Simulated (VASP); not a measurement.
## Ga: electric field gradients with PBEsol

Crystal: Ga.

```
CELL_PARAMETERS angstrom
1.38300 -4.02650 0.00000
1.38300 4.02650 0.00000
-0.11745 0.00000 3.26333
ATOMIC_POSITIONS crystal
Ga 0.86900 0.13100 0.25000
Ga 0.13100 0.86900 0.75000
```

This cell differs from its parent crystal: zz strain of -2 %.

```yaml
Program: VASP 6.6.1
Task: electric field gradients
Functional: PBEsol
Potentials_or_basis: VASP PAW PBE potentials, release 64 (Ga_d)
Cutoff: 520 eV
k_mesh: 14 × 14 × 11
Occupations: fermi-dirac, width 0.03 eV
Spin: no spin polarisation
Dipole_correction: no
Further_INCAR_settings: ALGO = Normal; EDIFF = 1e-08; NBANDS = 20
```

```
Pressure               : -0.7 GPa
Largest force          : 0.210 eV/Å
Band gap on the k mesh : zero (band 13 reaches 10.04 eV, above the bottom of band 14 at 1.67 eV)
```

Forces in eV/Å, atoms in the order of the input:
```
Ga   0.000  0.210  0.000
Ga   0.000 -0.210  0.000
```

Stress tensor (GPa, compression positive):
```
-0.72  0.00  0.00
 0.00 -0.96  0.00
 0.00  0.00 -0.41
```

Levels at points of the mesh, in eV from the Fermi level:
```csv
k point,band 10,band 11,band 12,band 13,band 14,band 15,band 16,band 17
"(0.00, 0.00, 0.00)",-14.59,-11.42,-2.28,-1.66,1.95,5.74,9.52,10.24
"(0.50, 0.00, 0.00)",-14.62,-6.23,-5.20,-1.51,-0.12,6.03,6.72,8.77
"(0.50, 0.50, 0.00)",-14.66,-9.28,-8.78,4.32,4.91,6.22,6.42,7.37
```

Electric field gradients, principal values (V/Å²):
```
atom   least   middle  greatest (by size)
1 Ga  -5.777  -18.582              24.359
2 Ga  -5.777  -18.582              24.359
```

Run time: 120 s on 1 thread of Intel(R) Xeon(R) 6975P-C (Granite Rapids), on a shared host, peak memory 0.43 GiB.

Caveat: the cell differs from its parent crystal (zz strain of -2 %); without QUAD_EFG the Cq values of the log hold for a quadrupole moment of 1 mb, not for the nuclei; the PAW data sets were made with another functional, which shifts forces and pressure a little.
